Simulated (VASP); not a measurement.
# Si16C (a cell with a defect) in VASP: single point with PBE+D3(BJ)

Aim: the single point of Si16C (a cell with a defect) with PBE+D3(BJ).

All numbers are computed with VASP 6.6.1; they aren't measurements. Logs are shortened: lines on timing, memory, paths and dates and some standing lists are left out, and cuts for length are marked.

## Step 1: The cell of the first run

The cell holds a defect, 17 atoms: a = 7.679 Å, b = 7.679 Å, c = 7.679 Å, α = 60.00°, β = 60.00°, γ = 60.00°.

## Step 2: Single point, PBE+D3(BJ), collinear spin

File INCAR:

```
SYSTEM = Si16C
PREC = Accurate ; ENCUT = 520
EDIFF = 1E-7 ; ISMEAR = 0
SIGMA = 0.05 ; LREAL = Auto
LASPH = .True. ; NELM = 150
ALGO = Normal ; ISIF = 2
LWAVE = .False. ; LCHARG = .False.
ISPIN = 2 ; MAGMOM = 0 0 0 0 0 0 0 0 0 0 0 0 0 0 0 0 1
LORBIT = 11 ; GGA = PE
IVDW = 12 ; NBANDS = 52
```

File KPOINTS:

```
regular mesh
0
Gamma
  2 2 2
  0 0 0
```

File POSCAR:

```
Si16C
1.0
    0.0000000000      5.4300000000      5.4300000000
    5.4300000000      0.0000000000      5.4300000000
    5.4300000000      5.4300000000      0.0000000000
Si C
16 1
Direct
    0.0162806295     -0.0063343419     -0.0234311276
    0.1074659227      0.1191567468      0.1343875977
   -0.0320939820     -0.0487086218      0.4996995199
    0.1372601447      0.0921781517      0.6004914217
    0.0018209045      0.4922393574      0.0100526091
    0.1271282632      0.6194560886      0.1322067865
    0.0349303072      0.4628975101      0.5053008970
    0.1514426808      0.5907476006      0.6376764284
    0.4765479748     -0.0124273631      0.0411953621
    0.6428437225      0.1512212646      0.0687047015
    0.4957722219      0.0594411133      0.4309555882
    0.6144636018      0.1138132563      0.6789286283
    0.4996967695      0.5171252419     -0.0004689070
    0.6271939696      0.6138562331      0.1487891481
    0.5231700711      0.4969869227      0.5226959747
    0.6674951715      0.6477035136      0.6358280546
    0.7065784268      0.9083311261      0.5512238170
```

Potentials or basis: VASP PAW PBE potentials, release 64 (Si, C).

On the command line:

```sh
$ cat potpaw_PBE.64/Si/POTCAR potpaw_PBE.64/C/POTCAR > POTCAR
$ mpirun -np 1 vasp_std > vasp.out
```

OUTCAR:

```text
SYSTEM = Si16C
   PREC = Accurate
   ENCUT = 520
   EDIFF = 1E-7
   ISMEAR = 0
   LREAL = Auto
   LASPH = .True.
   NELM = 150
   ISIF = 2
   ISPIN = 2
   LORBIT = 11
   GGA = PE
   IVDW = 12
 IVDW          = 12

 ion  position               nearest neighbor table
   1  0.016  0.994  0.977-  10 2.35   6 2.36   2 2.36   4 2.37
   2  0.107  0.119  0.134-   9 2.32   3 2.33   5 2.34   1 2.36
   3  0.968  0.951  0.500-  17 2.01  12 2.33   8 2.33   2 2.33   4 2.59
   4  0.137  0.092  0.600-  11 2.32   7 2.35   1 2.37   3 2.59
   5  0.002  0.492  0.010-   8 2.34   2 2.34   6 2.35  14 2.35
   6  0.127  0.619  0.132-  13 2.34   5 2.35   7 2.35   1 2.36
   7  0.035  0.463  0.505-   4 2.35   6 2.35  16 2.36   8 2.36
   8  0.151  0.591  0.638-   3 2.33   5 2.34  15 2.35   7 2.36
   9  0.477  0.988  0.041-  12 2.28  10 2.32   2 2.32  14 2.35
  10  0.643  0.151  0.069-  11 2.28  13 2.32   9 2.32   1 2.35
  11  0.496  0.059  0.431-  17 1.83  10 2.28   4 2.32  16 2.67  12 2.75
  12  0.614  0.114  0.679-  17 1.92   9 2.28   3 2.33  15 2.42  11 2.75
  13  0.500  0.517  1.000-  16 2.31  10 2.32   6 2.34  14 2.35
  14  0.627  0.614  0.149-   9 2.35  13 2.35   5 2.35  15 2.35
  15  0.523  0.497  0.523-   8 2.35  14 2.35  12 2.42  16 2.56
  16  0.667  0.648  0.636-  17 1.90  13 2.31   7 2.36  15 2.56  11 2.67
  17  0.707  0.908  0.551-  11 1.83  16 1.90  12 1.92   3 2.01

  LATTYP: Found a face centered cubic cell.
 ALAT       =    10.8600000000

  Lattice vectors:

 A1 = (   0.0000000000,   5.4300000000,   5.4300000000)
 A2 = (   5.4300000000,   0.0000000000,   5.4300000000)
 A3 = (   5.4300000000,   5.4300000000,   0.0000000000)

Analysis of symmetry for initial positions (statically):
=====================================================================
 Subroutine PRICEL returns:
 Original cell was already a primitive cell.

 Routine SETGRP: Setting up the symmetry group for a
 face centered cubic supercell.

 Subroutine GETGRP returns: Found  1 space group operations
 (whereof  1 operations were pure point group operations)
 out of a pool of 48 trial point group operations.

The static configuration has the point symmetry C_1 .

Analysis of symmetry for dynamics (positions and initial velocities):
=====================================================================
 Subroutine PRICEL returns:
 Original cell was already a primitive cell.

 Routine SETGRP: Setting up the symmetry group for a
 face centered cubic supercell.

 Subroutine GETGRP returns: Found  1 space group operations
 (whereof  1 operations were pure point group operations)
 out of a pool of 48 trial point group operations.

The dynamic configuration has the point symmetry C_1 .

Analysis of structural, dynamic, and magnetic symmetry:
=====================================================================
 Subroutine PRICEL returns:
[... 174 lines left out ...]

 val. band max:        6.1234650827   @ k =   0.5000   0.0000   0.5000
 cond. band min:       6.3807433248   @ k =   0.0000   0.0000   0.0000
 fundamental gap:      0.2572782421
 Fermi energy:         6.2521041297

 spin component 1

 k-point     1 :       0.0000    0.0000    0.0000
  band No.  band energies     occupation
      1      -7.5358      1.00000
      2      -5.3160      1.00000
      3      -4.0324      1.00000
      4      -3.8151      1.00000
      5      -3.5533      1.00000
      6      -2.9011      1.00000
[... 381 lines left out ...]
     45      10.0184      0.00000
     46      10.3977      0.00000
 Fermi energy:         6.2521041297

 spin component 2

 k-point     1 :       0.0000    0.0000    0.0000
  band No.  band energies     occupation
      1      -7.5358      1.00000
      2      -5.3160      1.00000
      3      -4.0324      1.00000
      4      -3.8151      1.00000
      5      -3.5533      1.00000
      6      -2.9011      1.00000
[... 381 lines left out ...]
     45      10.0184      0.00000
     46      10.3977      0.00000
 [bands above 46 left out]

------------------------ aborting loop because EDIFF is reached ----------------------------------------

 Edisp (eV)   -5.27979

 E8    (eV) :    -2.1701

  FORCE on cell =-STRESS in cart. coord.  units (eV):
  Direction    XX          YY          ZZ          XY          YZ          ZX
  --------------------------------------------------------------------------------------
  -------------------------------------------------------------------------------------
  Total      -0.19948     2.73075    -2.04925     1.19765    -2.20075    -3.55647
  in kB      -0.99813    13.66353   -10.25359     5.99253   -11.01166   -17.79511
  external pressure =        0.80 kB  Pullay stress =        0.00 kB

 VOLUME and BASIS-vectors are now :
 -----------------------------------------------------------------------------
  energy-cutoff  :      520.00
  volume of cell :      320.21
      direct lattice vectors                 reciprocal lattice vectors
     0.000000000  5.430000000  5.430000000    -0.092081031  0.092081031  0.092081031
     5.430000000  0.000000000  5.430000000     0.092081031 -0.092081031  0.092081031
     5.430000000  5.430000000  0.000000000     0.092081031  0.092081031 -0.092081031

 POSITION                                       TOTAL-FORCE (eV/Angst)
 -----------------------------------------------------------------------------------
     10.69837      5.39117      5.48401         0.003191     -0.001091      0.004486
      1.37675      1.31326      1.23056        -0.000898      0.000443      0.002346
      7.87888      7.96910     10.42124         0.000596      0.000880     -0.002102
      3.76120      4.00599      1.24585        -0.001299      0.004060      0.005121
      2.72745      0.06447      2.68275        -0.005942     -0.001445     -0.000182
      4.08153      1.40819      4.05395         0.005864     -0.004709     -0.004723
[... 9 lines left out ...]
      6.96958      7.07705      7.14153        -0.006945     -0.001623      0.005474
      7.92538      6.82987      8.76896        -0.001234     -0.003607     -0.004501
 -----------------------------------------------------------------------------------
    total drift:                                0.003928      0.001164     -0.011576

  FREE ENERGIE OF THE ION-ELECTRON SYSTEM (eV)
  ---------------------------------------------------
  free  energy   TOTEN  =       -96.2641142487 eV

  energy  without entropy=      -96.2641048374  energy(sigma->0) =      -96.26410954

 total charge

# of ion       s       p       d       tot
------------------------------------------
    1        0.743   0.938   0.000   1.681
    2        0.748   0.952   0.000   1.699
    3        0.739   0.906   0.000   1.645
    4        0.777   0.891   0.000   1.668
    5        0.739   0.956   0.000   1.695
    6        0.740   0.953   0.000   1.693
[... 9 lines left out ...]
   16        0.747   0.891   0.000   1.639
   17        0.880   1.572   0.000   2.453
--------------------------------------------------
tot         12.891  16.485   0.000  29.376

 magnetization (x)

# of ion       s       p       d       tot
------------------------------------------
    1        0.000  -0.000   0.000   0.000
    2        0.000   0.000   0.000   0.000
    3       -0.000  -0.000   0.000  -0.000
    4        0.000   0.000   0.000   0.000
    5        0.000   0.000   0.000   0.000
    6        0.000   0.000   0.000   0.000
[... 9 lines left out ...]
   16       -0.000  -0.000   0.000  -0.000
   17        0.000   0.000   0.000   0.000
--------------------------------------------------
tot          0.000   0.000   0.000   0.000
```

stdout:

```text
POSCAR found type information on POSCAR SiC
 POSCAR found :  2 types and      17 ions
 scaLAPACK will be used
 LDA part: xc-table for (Slater+PW92), standard interpolation
 POSCAR, INCAR and KPOINTS ok, starting setup
 FFT: planning ... GRIDC
 FFT: planning ... GRID_SOFT
 FFT: planning ... GRID
 WAVECAR not read
 entering main loop
```

Run time: 24 min. Hardware: 1 thread of Oxide Virtual Turin-like, shared host; peak memory 0.68 GiB.

What came out:

| Property | Result |
| --- | --- |
| Free energy | -96.2641 eV |
| Pressure | 0.1 GPa |
| Largest force | 0.011 eV/Å |
| Band gap on the k mesh | 0.26 eV |
| Net moment | 0.00 μB per cell |
| Valence electrons inside the program's atomic spheres | Si 1.68, 1.70, 1.65, 1.67, 1.69, 1.72, 1.64 (each value once); C 2.45 |
| Dispersion energy per atom | -0.311 eV |

Forces on the atoms (eV/Å):
```
Si   0.003 -0.001  0.004
Si  -0.001  0.000  0.002
Si   0.001  0.001 -0.002
Si  -0.001  0.004  0.005
Si  -0.006 -0.001  0.000
Si   0.006 -0.005 -0.005
Si   0.000  0.003 -0.003
Si   0.001  0.003 -0.002
Si   0.002 -0.004  0.004
Si   0.002  0.000 -0.011
Si   0.004  0.001  0.002
Si   0.001 -0.001  0.000
Si  -0.005  0.004  0.003
Si   0.003  0.004  0.008
Si  -0.002 -0.003 -0.006
Si  -0.007 -0.002  0.005
C   -0.001 -0.004 -0.005
```

Levels at points of the mesh, in eV from the valence-band top:
Spin up:
| k point | band 32 | band 33 | band 34 | band 35 | band 36 | band 37 |
| --- | --- | --- | --- | --- | --- | --- |
| (0.00, 0.00, 0.00) | -0.52 | -0.48 | -0.09 | 0.26 | 0.36 | 0.63 |
| (0.50, 0.00, 0.00) | -0.96 | -0.67 | -0.07 | 0.68 | 1.06 | 1.33 |
| (0.00, 0.50, 0.00) | -0.96 | -0.49 | -0.44 | 0.66 | 1.22 | 1.30 |
| (0.00, 0.00, 0.50) | -0.99 | -0.35 | -0.21 | 0.67 | 0.96 | 1.24 |
| (0.50, 0.50, 0.50) | -1.09 | -0.85 | -0.72 | 0.80 | 1.20 | 1.25 |
| (0.50, 0.50, 0.00) | -1.33 | -0.84 | -0.48 | 0.85 | 1.37 | 1.62 |
| (0.00, 0.50, 0.50) | -1.36 | -0.87 | -0.23 | 0.71 | 1.18 | 1.57 |
| (0.50, 0.00, 0.50) | -1.36 | -0.70 | 0.00 | 0.67 | 1.12 | 1.56 |
Spin down:
| k point | band 30 | band 31 | band 32 | band 33 | band 34 | band 35 | band 36 | band 37 | band 38 | band 39 |
| --- | --- | --- | --- | --- | --- | --- | --- | --- | --- | --- |
| (0.00, 0.00, 0.00) | -0.98 | -0.85 | -0.52 | -0.48 | -0.09 | 0.26 | 0.36 | 0.63 | 0.78 | 1.00 |
| (0.50, 0.00, 0.00) | -1.53 | -1.07 | -0.96 | -0.67 | -0.07 | 0.68 | 1.06 | 1.33 | 1.43 | 1.46 |
| (0.00, 0.50, 0.00) | -1.41 | -1.03 | -0.96 | -0.49 | -0.44 | 0.66 | 1.22 | 1.30 | 1.38 | 1.49 |
| (0.00, 0.00, 0.50) | -1.41 | -1.03 | -0.99 | -0.35 | -0.21 | 0.67 | 0.96 | 1.24 | 1.37 | 1.63 |
| (0.50, 0.50, 0.50) | -1.20 | -1.19 | -1.09 | -0.85 | -0.72 | 0.80 | 1.20 | 1.25 | 1.37 | 1.60 |
| (0.50, 0.50, 0.00) | -1.84 | -1.57 | -1.33 | -0.84 | -0.48 | 0.85 | 1.37 | 1.62 | 2.04 | 2.37 |
| (0.00, 0.50, 0.50) | -1.69 | -1.41 | -1.36 | -0.87 | -0.23 | 0.71 | 1.18 | 1.57 | 2.02 | 2.22 |
| (0.50, 0.00, 0.50) | -1.63 | -1.50 | -1.36 | -0.70 | 0.00 | 0.67 | 1.12 | 1.56 | 1.98 | 2.16 |

Caveat: the k points lie up to 0.50 Å⁻¹ apart; semilocal functionals underestimate gaps, and a narrow one can read as zero.
